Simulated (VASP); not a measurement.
# TiO2 (P4_2/mnm) in VASP: a series of runs, part 2 of 2

VASP 6.6.1. Earlier steps stand in the parts before.

## (3) Relaxation of cell and atoms, revPBE+D3(BJ)

INCAR

```
SYSTEM = TiO2
PREC = Accurate ; ENCUT = 600
EDIFF = 1E-6 ; ISMEAR = 0
SIGMA = 0.01 ; LREAL = .False.
LASPH = .True. ; NELM = 100
ALGO = Normal ; ISIF = 3
LWAVE = .False. ; LCHARG = .False.
GGA = RE ; IVDW = 12
IBRION = 2 ; NSW = 80
EDIFFG = -0.02
```

KPOINTS

```
regular mesh
0
Gamma
  5 5 7
  0 0 0
```

POSCAR

```
TiO2
1.0
    4.5922000000      0.0000000000      0.0000000000
    0.0000000000      4.5922000000      0.0000000000
    0.0000000000      0.0000000000      2.9574000000
Ti O
2 4
Direct
    0.0000000000      0.0000000000      0.0000000000
    0.5000000000      0.5000000000      0.5000000000
    0.3049600000      0.3049600000      0.0000000000
    0.1950400000      0.8049600000      0.5000000000
    0.6950400000      0.6950400000      0.0000000000
    0.8049600000      0.1950400000      0.5000000000
```

Potentials or basis: VASP PAW PBE potentials, release 64 (Ti_sv, O).

On the command line:

```sh
$ cat potpaw_PBE.64/Ti_sv/POTCAR potpaw_PBE.64/O/POTCAR > POTCAR
$ mpirun -np 1 vasp_std > vasp.out
```

OUTCAR:

```text
SYSTEM = TiO2
   PREC = Accurate
   ENCUT = 600
   EDIFF = 1E-6
   ISMEAR = 0
   LREAL = .False.
   LASPH = .True.
   NELM = 100
   ISIF = 3
   GGA = RE
   IVDW = 12
   IBRION = 2
   NSW = 80
   EDIFFG = -0.02
 IVDW          = 12

 ion  position               nearest neighbor table
   1  0.000  0.000  0.000-   4 1.95   6 1.95   4 1.95   6 1.95   5 1.98   3 1.98
   2  0.500  0.500  0.500-   3 1.95   5 1.95   3 1.95   5 1.95   4 1.98   6 1.98
   3  0.305  0.305  0.000-   2 1.95   2 1.95   1 1.98
   4  0.195  0.805  0.500-   1 1.95   1 1.95   2 1.98
   5  0.695  0.695  0.000-   2 1.95   2 1.95   1 1.98
   6  0.805  0.195  0.500-   1 1.95   1 1.95   2 1.98

  LATTYP: Found a simple tetragonal cell.
 ALAT       =     4.5922000000
 C/A-ratio  =     0.6440050520

  Lattice vectors:

 A1 = (   4.5922000000,   0.0000000000,   0.0000000000)
 A2 = (   0.0000000000,   4.5922000000,   0.0000000000)
 A3 = (   0.0000000000,   0.0000000000,   2.9574000000)

Analysis of symmetry for initial positions (statically):
=====================================================================
 Subroutine PRICEL returns:
 Original cell was already a primitive cell.

 Routine SETGRP: Setting up the symmetry group for a
 simple tetragonal supercell.

 Subroutine GETGRP returns: Found 16 space group operations
 (whereof  8 operations were pure point group operations)
 out of a pool of 16 trial point group operations.
[... 149 lines left out ...]
   GGA     = RE    functional components
   LHFCALC =     F    Hartree Fock is set to
   AEXX    =    0.0000 exact exchange contribution
   IVDW    =    12    specifies the selected vdW correction
   LEPSILON=     F    determine dielectric tensor
   LRPA    =     F    only Hartree local field effects (RPA)
 conjugate gradient relaxation of ions
 non-spin polarized calculation
 Gauss-broadening in eV      SIGMA  =   0.01
  energy-cutoff  :      600.00
  volume of cell :       62.37
 maximum number of plane-waves:      2097
 NGX is ok and might be reduce to    40
   NGX = 19   NGY = 19   NGZ = 11

--------------------------------------- Ionic step        1  -------------------------------------------

 number of electron      47.9999989 magnetization

 Free energy of the ion-electron system (eV)
  ---------------------------------------------------
  ext. energy  EPLUGINS =         0.00000000
  ---------------------------------------------------
  free energy    TOTEN  =       -51.46328923 eV

  energy without entropy =      -51.46328923  energy(sigma->0) =      -51.46328923

------------------------ aborting loop because EDIFF is reached ----------------------------------------

 Edisp (eV)   -2.90588

 E8    (eV) :    -1.9339
[... 123 lines left out ...]
--------------------------------------- Ionic step        4  -------------------------------------------

 number of electron      47.9999987 magnetization

 Free energy of the ion-electron system (eV)
  ---------------------------------------------------
  ext. energy  EPLUGINS =         0.00000000
  ---------------------------------------------------
  free energy    TOTEN  =       -51.48488209 eV

  energy without entropy =      -51.48488209  energy(sigma->0) =      -51.48488209

 E-fermi :   5.0777     XC(G=0): -11.1920

 val. band max:        4.9170344563   @ k =   0.0000   0.0000   0.0000
 cond. band min:       6.7678510240   @ k =   0.0000   0.0000   0.0000
 fundamental gap:      1.8508165677
 Fermi energy:         5.0776731812

 k-point     1 :       0.0000    0.0000    0.0000
  band No.  band energies     occupation
      1     -52.1444      2.00000
      2     -52.1280      2.00000
      3     -28.3947      2.00000
      4     -28.3947      2.00000
      5     -28.2339      2.00000
      6     -28.2339      2.00000
[... 770 lines left out ...]
  FREE ENERGIE OF THE ION-ELECTRON SYSTEM (eV)
  ---------------------------------------------------
  free  energy   TOTEN  =       -54.3730526247 eV

  energy  without entropy=      -54.3730526247  energy(sigma->0) =      -54.37305262

 reached required accuracy - stopping structural energy minimisation
```

OSZICAR:

```text
N       E                     dE             d eps       ncg     rms          rms(c)
DAV:   1     0.731367280874E+03    0.73137E+03   -0.27415E+04  1344   0.224E+03
DAV:   2     0.706628309796E+02   -0.66070E+03   -0.63885E+03  1428   0.621E+02
DAV:   3    -0.624885987857E+02   -0.13315E+03   -0.12797E+03  2128   0.229E+02
[... 38 lines left out ...]
DAV:   3    -0.514848666498E+02    0.20534E-03   -0.78344E-04  1944   0.250E-01    0.322E-02
DAV:   4    -0.514848728260E+02   -0.61762E-05   -0.11907E-04  1952   0.810E-02    0.177E-02
DAV:   5    -0.514848785536E+02   -0.57277E-05   -0.18214E-05  2072   0.252E-02    0.141E-02
DAV:   6    -0.514848809238E+02   -0.23702E-05   -0.76139E-06  1536   0.216E-02    0.541E-03
DAV:   7    -0.514848819579E+02   -0.10341E-05   -0.14107E-06  1060   0.935E-03    0.943E-04
DAV:   8    -0.514848820878E+02   -0.12989E-06   -0.22060E-07   772   0.346E-03
   4 F= -.54373053E+02 E0= -.54373053E+02  d E =-.488996E-03
```

CONTCAR:

```text
TiO2
   1.00000000000000
     4.6040562191891166    0.0000000000000000    0.0000000000000000
     0.0000000000000000    4.6040562191891166    0.0000000000000000
     0.0000000000000000    0.0000000000000000    2.9595915027192996
  Ti              O
     2     4
Direct
     0.0000000000000000    0.0000000000000000    0.0000000000000000
     0.5000000000000000    0.5000000000000000    0.5000000000000000
     0.3040105574764042    0.3040105574764042    1.0000000000000000
     0.1959894425235958    0.8040105574764043    0.5000000000000000
     0.6959894425235957    0.6959894425235957    0.0000000000000000
     0.8040105574764043    0.1959894425235958    0.5000000000000000

  0.00000000E+00  0.00000000E+00  0.00000000E+00
  0.00000000E+00  0.00000000E+00  0.00000000E+00
  0.00000000E+00  0.00000000E+00  0.00000000E+00
  0.00000000E+00  0.00000000E+00  0.00000000E+00
  0.00000000E+00  0.00000000E+00  0.00000000E+00
  0.00000000E+00  0.00000000E+00  0.00000000E+00
```

It took 4.8 min on 1 thread of Intel Xeon 8259CL, shared host; peak memory 0.22 GiB.

Results:

| Quantity | Value |
| --- | --- |
| Free energy | -54.3731 eV |
| Relaxed volume | 10.46 Å³/atom |
| Relaxed cell | a = 4.604 Å, b = 4.604 Å, c = 2.960 Å, α = 90.00°, β = 90.00°, γ = 90.00° |
| Space group after relaxing (to 0.1 Å) | P4_2/mnm (No. 136) |
| Energy gained by relaxing | 0.6 meV/atom |
| Ionic steps | 4 |
| Pressure after relaxing | 0.0 GPa |
| Largest force after relaxing | 0.005 eV/Å |
| Band gap on the k mesh | 1.85 eV |
| Dispersion energy per atom | -0.481 eV |

Forces in eV/Å, atoms in the order of the input:
```
Ti   0.000  0.000  0.000
Ti   0.000  0.000  0.000
O   -0.003 -0.003  0.000
O    0.003 -0.003  0.000
O    0.003  0.003  0.000
O   -0.003  0.003  0.000
```

Step by step:
| step | energy change (eV) | largest force (eV/Å) | pressure (GPa) | volume (Å³) |
| --- | --- | --- | --- | --- |
| 1 | 0.0000 | 0.1599 | 1.63 | 62.37 |
| 2 | 0.0008 | 0.0692 | -2.26 | 63.33 |
| 3 | -0.0034 | 0.0493 | -0.25 | 62.82 |
| 4 | -0.0039 | 0.0046 | -0.02 | 62.74 |

Final structure:
```
Ti O
1.0
     4.60406    0.00000    0.00000
     0.00000    4.60406    0.00000
     0.00000    0.00000    2.95959
Ti O
2 4
Direct
  0.00000 0.00000 0.00000
  0.50000 0.50000 0.50000
  0.30401 0.30401 0.00000
  0.19599 0.80401 0.50000
  0.69599 0.69599 0.00000
  0.80401 0.19599 0.50000
```

Caveat: the PAW data sets were made with another functional, which shifts forces and pressure a little. A k mesh can miss the band edges.

## (4) Relaxation of cell and atoms, r2SCAN+D4

POSCAR is that of step 3.

INCAR.step1

```
PREC = Accurate
ENCUT = 600
ISMEAR = 0
SIGMA = 0.01
LREAL = F
LASPH = T
NELM = 100
GGA = PE
ALGO = Normal
EDIFF = 1E-4
LWAVE = T
LCHARG = F
```

INCAR.step2

```
PREC = Accurate
ENCUT = 600
EDIFF = 1E-6
ISMEAR = 0
SIGMA = 0.01
LREAL = F
LASPH = T
NELM = 100
ALGO = Normal
ISIF = 3
LWAVE = F
LCHARG = F
METAGGA = R2SCAN
LMIXTAU = T
IVDW = 13
VDW_S6 = 1.0
VDW_S8 = 0.6018749
VDW_A1 = 0.51559235
VDW_A2 = 5.77342911
IBRION = 2
NSW = 80
EDIFFG = -0.02
ISTART = 1
```

KPOINTS

```
regular mesh
0
Gamma
  5 5 7
```

Potentials or basis: VASP PAW PBE potentials, release 64 (Ti_sv, O).

On the command line:

```sh
$ cat potpaw_PBE.64/Ti_sv/POTCAR potpaw_PBE.64/O/POTCAR > POTCAR
$ cp INCAR.step1 INCAR
$ mpirun -np 1 vasp_std > vasp.out
$ cp INCAR.step2 INCAR
$ mpirun -np 1 vasp_std > vasp.out
```

OUTCAR:

```text
PREC = Accurate
   ENCUT = 600
   EDIFF = 1E-6
   ISMEAR = 0
   LREAL = F
   LASPH = T
   NELM = 100
   ISIF = 3
   METAGGA = R2SCAN
   IVDW = 13
   IBRION = 2
   NSW = 80
   EDIFFG = -0.02
   ISTART = 1

 ion  position               nearest neighbor table
   1  0.000  0.000  0.000-   4 1.95   6 1.95   4 1.95   6 1.95   5 1.98   3 1.98
   2  0.500  0.500  0.500-   3 1.95   5 1.95   3 1.95   5 1.95   4 1.98   6 1.98
   3  0.305  0.305  0.000-   2 1.95   2 1.95   1 1.98
   4  0.195  0.805  0.500-   1 1.95   1 1.95   2 1.98
   5  0.695  0.695  0.000-   2 1.95   2 1.95   1 1.98
   6  0.805  0.195  0.500-   1 1.95   1 1.95   2 1.98

  LATTYP: Found a simple tetragonal cell.
 ALAT       =     4.5922000000
 C/A-ratio  =     0.6440050520

[... 184 lines left out ...]

 Free energy of the ion-electron system (eV)
  ---------------------------------------------------
  ext. energy  EPLUGINS =         0.00000000
  ---------------------------------------------------
  free energy    TOTEN  =       -69.80548513 eV

  energy without entropy =      -69.80548513  energy(sigma->0) =      -69.80548513

------------------------ aborting loop because EDIFF is reached ----------------------------------------

  DFT-D4 for vdW energy calculation

  Edisp (eV):   -0.49551
[... 167 lines left out ...]
--------------------------------------- Ionic step        5  -------------------------------------------

 number of electron      47.9999989 magnetization

 Free energy of the ion-electron system (eV)
  ---------------------------------------------------
  ext. energy  EPLUGINS =         0.00000000
  ---------------------------------------------------
  free energy    TOTEN  =       -69.80482013 eV

  energy without entropy =      -69.80482013  energy(sigma->0) =      -69.80482013

 E-fermi :   4.7953     XC(G=0): -12.1755

 val. band max:        4.5880074668   @ k =   0.0000   0.0000   0.0000
 cond. band min:       6.8131516650   @ k =   0.0000   0.0000   0.0000
 fundamental gap:      2.2251441983
 Fermi energy:         4.7953196995

 k-point     1 :       0.0000    0.0000    0.0000
  band No.  band energies     occupation
      1     -54.5579      2.00000
      2     -54.5396      2.00000
      3     -29.8279      2.00000
      4     -29.8279      2.00000
      5     -29.6476      2.00000
      6     -29.6476      2.00000
[... 770 lines left out ...]
  FREE ENERGIE OF THE ION-ELECTRON SYSTEM (eV)
  ---------------------------------------------------
  free  energy   TOTEN  =       -70.3017012356 eV

  energy  without entropy=      -70.3017012356  energy(sigma->0) =      -70.30170124

 reached required accuracy - stopping structural energy minimisation
```

Run time: 20 min. Hardware: 1 thread of Intel Xeon 8259CL, shared host; peak memory 0.23 GiB.

Results:

```
Free energy                           : -70.3017 eV
Relaxed volume                        : 10.37 Å³/atom
Relaxed cell                          : a = 4.588 Å, b = 4.588 Å, c = 2.956 Å, α = 90.00°, β = 90.00°, γ = 90.00°
Space group after relaxing (to 0.1 Å) : P4_2/mnm (No. 136)
Energy gained by relaxing             : 0.1 meV/atom
Ionic steps                           : 5
Pressure after relaxing               : 0.0 GPa
Band gap on the k mesh                : 2.23 eV
Dispersion energy per atom            : -0.083 eV
```

The path:
| step | energy change (eV) | largest force (eV/Å) | pressure (GPa) | volume (Å³) |
| --- | --- | --- | --- | --- |
| 1 | 0.0000 | 0.0695 | -0.38 | 62.37 |
| 2 | -0.0006 | 0.0142 | 0.34 | 62.14 |
| 3 | -0.0006 | 0.0225 | 0.24 | 62.18 |
| 4 | -0.0006 | 0.0249 | -0.21 | 62.26 |
| 5 | -0.0007 | 0.0012 | 0.03 | 62.21 |

Final structure:
```
Ti O
1.0
     4.58757    0.00000    0.00000
     0.00000    4.58757    0.00000
     0.00000    0.00000    2.95617
Ti O
2 4
Direct
  0.00000 0.00000 0.00000
  0.50000 0.50000 0.50000
  0.30439 0.30439 0.00000
  0.19561 0.80439 0.50000
  0.69561 0.69561 0.00000
  0.80439 0.19561 0.50000
```

Levels at points of the mesh, in eV from the valence-band top:
| k point | band 22 | band 23 | band 24 | band 25 | band 26 | band 27 |
| --- | --- | --- | --- | --- | --- | --- |
| (0.00, 0.00, 0.00) | -0.50 | -0.50 | 0.00 | 2.23 | 2.55 | 2.78 |

Caveat: the PAW data sets were made with another functional, which shifts forces and pressure a little. r2SCAN opens gaps a little over a GGA but as a rule still falls short of measured ones.

## (5) The runs side by side

```tsv
level	gap on the mesh (eV)	pressure (GPa)	relaxed volume (Å³/atom)
PBEsol	1.83	0.0	10.34
revPBE+D3(BJ)	1.85	0.0	10.46
r2SCAN+D4	2.23	0.0	10.37
```

Alike in all rows: task relaxation of cell and atoms; potentials or basis VASP PAW PBE potentials, release 64 (Ti_sv, O); no spin polarisation; cell relaxed; k mesh 5 × 5 × 7; cutoff (eV) 600; smearing gaussian 0.01 eV.

Caveats: the PAW data sets were made with another functional, which shifts forces and pressure a little.

Total energies depend on the potentials used, so only differences within one code and one set of settings carry meaning.
